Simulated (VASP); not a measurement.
# LaB6 (Pm-3m) in VASP: a series of runs, part 3 of 3

VASP 6.6.1. Earlier steps stand in the parts before.

## Step 5: Relaxation of cell and atoms, r2SCAN

This run uses another cell than the first one, of 10.26 Å³/atom.

POSCAR reads:

```
LaB6
1.0
    4.1569950254      0.0000000000      0.0000000000
    0.0000000000      4.1569950254      0.0000000000
    0.0000000000      0.0000000000      4.1569950254
La B
1 6
Direct
    0.0000000000      0.0000000000      0.0000000000
    0.2117000000      0.5000000000      0.5000000000
    0.7883000000      0.5000000000      0.5000000000
    0.5000000000      0.5000000000      0.2117000000
    0.5000000000      0.5000000000      0.7883000000
    0.5000000000      0.2117000000      0.5000000000
    0.5000000000      0.7883000000      0.5000000000
```

INCAR.step1 reads:

```
SYSTEM = LaB6
  PREC = Accurate
  ENCUT = 600
  ISMEAR = 0
  SIGMA = 0.1
  LREAL = .False.
  LASPH = .True.
  NELM = 60
  GGA = PE
  ALGO = Normal
  EDIFF = 1E-4
  LWAVE = .True.
  LCHARG = .False.
```

INCAR.step2 reads:

```
SYSTEM = LaB6
  PREC = Accurate
  ENCUT = 600
  EDIFF = 1E-7
  ISMEAR = 0
  SIGMA = 0.1
  LREAL = .False.
  LASPH = .True.
  NELM = 60
  ALGO = Normal
  ISIF = 3
  LWAVE = .False.
  LCHARG = .False.
  METAGGA = R2SCAN
  LMIXTAU = .True.
  IBRION = 2
  NSW = 100
  EDIFFG = -0.05
  ISTART = 1
```

KPOINTS reads:

```
Automatic mesh
0
Gamma
  6 6 6
  0 0 0
```

Potentials or basis: VASP PAW PBE potentials, release 64 (La, B).

On the command line:

```
cat potpaw_PBE.64/La/POTCAR potpaw_PBE.64/B/POTCAR > POTCAR
cp INCAR.step1 INCAR
mpirun -np 1 vasp_std > vasp.out
cp INCAR.step2 INCAR
mpirun -np 1 vasp_std > vasp.out
```

OUTCAR:

```text
SYSTEM = LaB6
   PREC = Accurate
   ENCUT = 600
   EDIFF = 1E-7
   ISMEAR = 0
   LREAL = .False.
   LASPH = .True.
   NELM = 60
   ISIF = 3
   METAGGA = R2SCAN
   IBRION = 2
   NSW = 100
   EDIFFG = -0.05
   ISTART = 1

 ion  position               nearest neighbor table
   1  0.000  0.000  0.000-
   2  0.212  0.500  0.500-   4 1.69   5 1.69   6 1.69   7 1.69   3 1.76
   3  0.788  0.500  0.500-   4 1.69   5 1.69   6 1.69   7 1.69   2 1.76
   4  0.500  0.500  0.212-   2 1.69   3 1.69   6 1.69   7 1.69   5 1.76
   5  0.500  0.500  0.788-   2 1.69   3 1.69   6 1.69   7 1.69   4 1.76
   6  0.500  0.212  0.500-   2 1.69   3 1.69   4 1.69   5 1.69   7 1.76
   7  0.500  0.788  0.500-   2 1.69   3 1.69   4 1.69   5 1.69   6 1.76

  LATTYP: Found a simple cubic cell.
 ALAT       =     4.1569950254

  Lattice vectors:

 A1 = (   4.1569950254,   0.0000000000,   0.0000000000)
 A2 = (   0.0000000000,   4.1569950254,   0.0000000000)
 A3 = (   0.0000000000,   0.0000000000,   4.1569950254)

Analysis of symmetry for initial positions (statically):
=====================================================================
 Subroutine PRICEL returns:
 Original cell was already a primitive cell.

 Routine SETGRP: Setting up the symmetry group for a
 simple cubic supercell.

 Subroutine GETGRP returns: Found 48 space group operations
 (whereof 48 operations were pure point group operations)
 out of a pool of 48 trial point group operations.

The static configuration has the point symmetry O_h .

Analysis of symmetry for dynamics (positions and initial velocities):
=====================================================================
 Subroutine PRICEL returns:
 Original cell was already a primitive cell.

 Routine SETGRP: Setting up the symmetry group for a
 simple cubic supercell.

 Subroutine GETGRP returns: Found 48 space group operations
 (whereof 48 operations were pure point group operations)
 out of a pool of 48 trial point group operations.

The dynamic configuration has the point symmetry O_h .

 Subroutine INISYM returns: Found 48 space group operations
 (whereof 48 operations are pure point group operations),
 and found     1 'primitive' translations

----------------------------------------------------------------------------------------

                                     Primitive cell

  volume of cell :      71.8354

  direct lattice vectors                    reciprocal lattice vectors
     4.156995025  0.000000000  0.000000000     0.240558383  0.000000000  0.000000000
     0.000000000  4.156995025  0.000000000     0.000000000  0.240558383  0.000000000
     0.000000000  0.000000000  4.156995025     0.000000000  0.000000000  0.240558383

  length of vectors
     4.156995025  4.156995025  4.156995025     0.240558383  0.240558383  0.240558383

  position of ions in fractional coordinates (direct lattice)
     0.000000000  0.000000000  0.000000000
     0.211700000  0.500000000  0.500000000
     0.788300000  0.500000000  0.500000000
     0.500000000  0.500000000  0.211700000
     0.500000000  0.500000000  0.788300000
     0.500000000  0.211700000  0.500000000
     0.500000000  0.788300000  0.500000000

  ion indices of the primitive-cell ions
   primitive index   ion index
                 1           1
                 2           2
                 3           3
                 4           4
                 5           5
                 6           6
                 7           7

----------------------------------------------------------------------------------------

 KPOINTS: Automatic mesh

Automatic generation of k-mesh.
 Grid dimensions read from file:
 generate k-points for:    6    6    6

 Generating k-lattice:

  Cartesian coordinates                     Fractional coordinates (reciprocal lattice)
     0.040093064  0.000000000  0.000000000     0.166666667  0.000000000  0.000000000
     0.000000000  0.040093064  0.000000000     0.000000000  0.166666667  0.000000000
     0.000000000  0.000000000  0.040093064     0.000000000  0.000000000  0.166666667

  Length of vectors
     0.040093064  0.040093064  0.040093064

  Shift w.r.t. Gamma in fractional coordinates (k-lattice)
     0.000000000  0.000000000  0.000000000

 Subroutine IBZKPT returns following result:
 ===========================================

 Found     20 irreducible k-points:

 Following reciprocal coordinates:
            Coordinates               Weight
  0.000000  0.000000  0.000000      1.000000
  0.166667  0.000000  0.000000      6.000000
  0.333333  0.000000  0.000000      6.000000
  0.500000  0.000000  0.000000      3.000000
  0.166667  0.166667  0.000000     12.000000
  0.333333  0.166667  0.000000     24.000000
[... 12 lines left out ...]
  0.500000  0.500000  0.333333      6.000000
  0.500000  0.500000  0.500000      1.000000
   k-points           NKPTS =     20   k-points in BZ     NKDIM =     20   number of bands    NBANDS=     18
   number of dos      NEDOS =    301   number of ions     NIONS =      7
   total plane-waves  NPLWV =  46656
   dimension x,y,z NGX =    36 NGY =   36 NGZ =   36
   dimension x,y,z NGXF=    72 NGYF=   72 NGZF=   72
   ions per type =               1   6
   NGX,Y,Z   is equivalent  to a cutoff of  14.40, 14.40, 14.40 a.u.
   NGXF,Y,Z  is equivalent  to a cutoff of  28.79, 28.79, 28.79 a.u.
 SYSTEM =  LaB6
   PREC   = accura    normal or accurate (medium, high low for compatibility)
   ISTART =      1    job   : 0-new  1-cont  2-samecut
   ICHARG =      0    charge: 1-file 2-atom 10-const
   ISPIN  =      1    spin polarized calculation?
   LNONCOLLINEAR =      F non collinear calculations
   LSORBIT =      F    spin-orbit coupling
   LASPH  =      T    aspherical Exc in radial PAW
   ENCUT  =  600.0 eV  44.10 Ry    6.64 a.u.   8.30  8.30  8.30*2*pi/ulx,y,z
   NELM   =     60;   NELMIN=  2; NELMDL=  0     # of ELM steps
   EDIFF  = 0.1E-06   stopping-criterion for ELM
   LREAL  =      F    real-space projection
   EDIFFG = -.5E-01   stopping-criterion for IOM
   NSW    =    100    number of steps for IOM
   IBRION =      2    ionic relax: 0-MD 1-quasi-New 2-CG
   NFREE  =      1    steps in history (QN), initial steepest desc. (CG)
   ISIF   =      3    stress and relaxation
   ISYM   =      2    0-nonsym 1-usesym 2-fastsym
   POTIM  = 0.5000    time-step for ionic-motion
   TEBEG  =    0.0;   TEEND  =   0.0 temperature during run
   PSTRESS=    0.0 pullay stress
   NELECT =      29.0000    total number of electrons
   NUPDOWN=      -1.0000    fix difference up-down
   EMIN   =  10.00;   EMAX   =-10.00  energy-range for DOS
   EFERMI =   0.00;   METHOD = LEGACY
   ISMEAR =     0;   SIGMA  =   0.10  broadening in eV -4-tet -1-fermi 0-gaus
   EFERMI_NEDOS =   21; number of points for ismear=-14 and -15
   IALGO  =     38    algorithm
   IMIX   =      4    mixing-type and parameters
     AMIX     =   0.40;   BMIX     =  1.00
     AMIX_MAG =   1.60;   BMIX_MAG =  1.00
  volume/ion in A,a.u.               =      10.26        69.25
  Fermi-wavevector in a.u.,A,eV,Ry     =   1.209933  2.286442 19.918084  1.463938
  Thomas-Fermi vector in A             =   2.345495
   LORBIT       =      0    0 simple, 1 ext, 2 COOP (PROOUT), +10 PAW based schemes
   METAGGA = R2SCAN    functional components
   LHFCALC =     F    Hartree Fock is set to
   AEXX    =    0.0000 exact exchange contribution
   IVDW    =     0    specifies the selected vdW correction
   LEPSILON=     F    determine dielectric tensor
   LRPA    =     F    only Hartree local field effects (RPA)
 conjugate gradient relaxation of ions
 non-spin polarized calculation
 Gauss-broadening in eV      SIGMA  =   0.10
  energy-cutoff  :      600.00
  volume of cell :       71.84
 maximum number of plane-waves:      2440
 NGX is ok and might be reduce to    36
   NGX = 17   NGY = 17   NGZ = 17

--------------------------------------- Ionic step        1  -------------------------------------------

 number of electron      29.0000000 magnetization

 Free energy of the ion-electron system (eV)
  ---------------------------------------------------
  ext. energy  EPLUGINS =         0.00000000
  ---------------------------------------------------
  free energy    TOTEN  =       -77.77365892 eV

  energy without entropy =      -77.76534774  energy(sigma->0) =      -77.76950333

------------------------ aborting loop because EDIFF is reached ----------------------------------------

  FORCE on cell =-STRESS in cart. coord.  units (eV):
  Direction    XX          YY          ZZ          XY          YZ          ZX
  --------------------------------------------------------------------------------------
  -------------------------------------------------------------------------------------
  Total        1.7851276      1.7851276      1.7851276      0.0000000      0.0000000      0.0000000
  in kB       39.8145071     39.8145071     39.8145071      0.0000000      0.0000000      0.0000000
  external PRESSURE =      39.8145071 kB  Pullay stress =       0.0000000 kB
[... 272 lines left out ...]
  energy  without entropy=      -78.2132197418  energy(sigma->0) =      -78.21644525

--------------------------------------- Ionic step        8  -------------------------------------------

 number of electron      29.0000000 magnetization

 Free energy of the ion-electron system (eV)
  ---------------------------------------------------
  ext. energy  EPLUGINS =         0.00000000
  ---------------------------------------------------
  free energy    TOTEN  =       -78.21998752 eV

  energy without entropy =      -78.21367236  energy(sigma->0) =      -78.21682994

 E-fermi :   8.8247     XC(G=0): -11.9430

 val. band max:        8.8145460730   @ k =   0.5000   0.3333   0.0000
 cond. band min:       8.8752392360   @ k =   0.1667   0.1667   0.0000
 fundamental gap:      0.0606931630
 Fermi energy:         8.8247376485

 k-point     1 :       0.0000    0.0000    0.0000
  band No.  band energies     occupation
      1     -25.6292      2.00000
      2      -8.9286      2.00000
      3      -8.9286      2.00000
      4      -8.9286      2.00000
      5      -7.8352      2.00000
      6       0.3606      2.00000
[... 10 lines left out ...]
     17       9.0156      0.00695
     18      10.3946      0.00000
[... 431 lines left out ...]
  FREE ENERGIE OF THE ION-ELECTRON SYSTEM (eV)
  ---------------------------------------------------
  free  energy   TOTEN  =       -78.2199875232 eV

  energy  without entropy=      -78.2136723630  energy(sigma->0) =      -78.21682994

 reached required accuracy - stopping structural energy minimisation
```

It took 12 min on 1 thread of Oxide Virtual Turin-like, shared host; peak memory 0.22 GiB.

What came out:

```
Free energy                           : -78.2200 eV
Relaxed volume                        : 10.22 Å³/atom
Relaxed cell                          : a = 4.152 Å, b = 4.152 Å, c = 4.152 Å, α = 90.00°, β = 90.00°, γ = 90.00°
Space group after relaxing (to 0.1 Å) : Pm-3m (No. 221)
Energy gained by relaxing             : 63.8 meV/atom
Ionic steps                           : 8
Pressure after relaxing               : 0.0 GPa
Band gap on the k mesh                : zero (an odd number of electrons rules out a gap without spin polarisation)
```

The path:
```csv
step,energy change (eV),largest force (eV/Å),pressure (GPa),volume (Å³)
1,0.0000,3.0350,3.98,71.84
2,1.5164,6.7146,-2.95,74.52
3,-0.4362,0.0679,-2.80,72.71
4,-0.4369,0.0437,-2.63,72.68
5,-0.4446,0.0951,0.96,71.17
6,-0.4462,0.0524,-0.11,71.60
7,-0.4460,0.0800,0.18,71.53
8,-0.4463,0.0000,0.01,71.57
```

Final structure:
```
CELL_PARAMETERS angstrom
4.15197 0.00000 0.00000
0.00000 4.15197 0.00000
0.00000 0.00000 4.15197
ATOMIC_POSITIONS crystal
La 0.00000 0.00000 0.00000
B 0.19987 0.50000 0.50000
B 0.80013 0.50000 0.50000
B 0.50000 0.50000 0.19987
B 0.50000 0.50000 0.80013
B 0.50000 0.19987 0.50000
B 0.50000 0.80013 0.50000
```

Caveat: the PAW data sets were made with another functional, which shifts forces and pressure a little; spin-orbit coupling is left out, which moves the levels of the heavy elements; an odd number of electrons without spin polarisation forces a metal; a magnetic or distorted state may lie lower.

## Step 6: Relaxation of cell and atoms, r2SCAN

POSCAR reads:

```
LaB6
1.0
    4.1535571139      0.0000000000      0.0000000000
    0.0000000000      4.1535571139      0.0000000000
    0.0000000000      0.0000000000      4.1535571139
La B
1 6
Direct
    0.0000000000      0.0000000000      0.0000000000
    0.1998815139      0.5000000000      0.5000000000
    0.8001184861      0.5000000000      0.5000000000
    0.5000000000      0.5000000000      0.1998815139
    0.5000000000      0.5000000000      0.8001184861
    0.5000000000      0.1998815139      0.5000000000
    0.5000000000      0.8001184861      0.5000000000
```

INCAR.step1 reads:

```
SYSTEM = LaB6
ALGO = Normal
EDIFF = 1E-4
ENCUT = 600
GGA = PE
ISMEAR = 0
LASPH = .TRUE.
LCHARG = .FALSE.
LREAL = .FALSE.
LWAVE = .TRUE.
NELM = 60
PREC = Accurate
SIGMA = 0.1
```

INCAR.step2 reads:

```
SYSTEM = LaB6
ALGO = Normal
EDIFF = 1E-6
EDIFFG = -0.005
ENCUT = 600
IBRION = 2
ISIF = 3
ISMEAR = 0
ISTART = 1
LASPH = .TRUE.
LCHARG = .FALSE.
LMIXTAU = .TRUE.
LREAL = .FALSE.
LWAVE = .FALSE.
METAGGA = R2SCAN
NELM = 60
NSW = 100
PREC = Accurate
SIGMA = 0.1
```

KPOINTS reads:

```
k-points
0
G
  8 8 8
  0 0 0
```

Potentials or basis: VASP PAW PBE potentials, release 64 (La, B).

On the command line:

```
cat potpaw_PBE.64/La/POTCAR potpaw_PBE.64/B/POTCAR > POTCAR
cp INCAR.step1 INCAR
mpirun -np 1 vasp_std > vasp.out
cp INCAR.step2 INCAR
mpirun -np 1 vasp_std > vasp.out
```

Wall time 11 min (1 thread of Oxide Virtual Turin-like, shared host); peak memory 0.24 GiB.

The run converged. Its results:

| Item | Value |
| --- | --- |
| Free energy | -78.2309 eV |
| Relaxed volume | 10.22 Å³/atom |
| Relaxed cell | a = 4.152 Å, b = 4.152 Å, c = 4.152 Å, α = 90.00°, β = 90.00°, γ = 90.00° |
| Space group after relaxing (to 0.1 Å) | Pm-3m (No. 221) |
| Energy gained by relaxing | 0.0 meV/atom |
| Ionic steps | 6 |
| Pressure after relaxing | 0.0 GPa |
| Band gap on the k mesh | zero (an odd number of electrons rules out a gap without spin polarisation) |

Final structure:
```
La B
1.0
     4.15193    0.00000    0.00000
     0.00000    4.15193    0.00000
     0.00000    0.00000    4.15193
La B
1 6
Cartesian
  0.0000 0.0000 0.0000
  0.8302 2.0760 2.0760
  3.3218 2.0760 2.0760
  2.0760 2.0760 0.8302
  2.0760 2.0760 3.3218
  2.0760 0.8302 2.0760
  2.0760 3.3218 2.0760
```

Levels at points of the mesh, in eV from the Fermi level:
| k point | band 12 | band 13 | band 14 | band 15 | band 16 | band 17 |
| --- | --- | --- | --- | --- | --- | --- |
| (0.00, 0.00, 0.00) | -1.97 | -1.97 | -1.97 | 0.28 | 0.28 | 0.28 |
| (0.50, 0.00, 0.00) | -3.70 | -3.39 | -2.51 | -1.57 | 1.67 | 1.67 |
| (0.50, 0.50, 0.00) | -4.70 | -3.06 | -3.06 | 1.20 | 1.20 | 2.23 |
| (0.50, 0.50, 0.50) | -2.53 | -2.53 | -2.53 | 1.69 | 2.02 | 2.02 |

Caveat: the PAW data sets were made with another functional, which shifts forces and pressure a little; spin-orbit coupling is left out, which moves the levels of the heavy elements; an odd number of electrons without spin polarisation forces a metal; a magnetic or distorted state may lie lower.

## Step 7: The runs side by side

```csv
task,cell,k mesh,cutoff (eV),gap on the mesh (eV),pressure (GPa),relaxed volume (Å³/atom)
single point,"a = 4.154 Å, 7 atoms, atomic positions A",6 × 6 × 6,520,none,-0.2,-
single point,"a = 4.153 Å, 7 atoms, atomic positions B",8 × 8 × 8,520,none,0.0,-
relaxation of cell and atoms,"relaxed from a = 4.157 Å, 7 atoms, atomic positions C",6 × 6 × 6,600,none,0.0,10.22
relaxation of cell and atoms,"relaxed from a = 4.154 Å, 7 atoms, atomic positions A",8 × 8 × 8,600,none,0.0,10.22
```

Alike in all rows: level r2SCAN; potentials or basis VASP PAW PBE potentials, release 64 (La, B); no spin polarisation; smearing gaussian 0.1 eV.

Caveats: the PAW data sets were made with another functional, which shifts forces and pressure a little; spin-orbit coupling is left out, which moves the levels of the heavy elements; an odd number of electrons without spin polarisation forces a metal; a magnetic or distorted state may lie lower.

Absolute energies hang on the potentials; compare differences alone.

The gap in the log of VASP goes by the Fermi energy; the results here count the filled bands.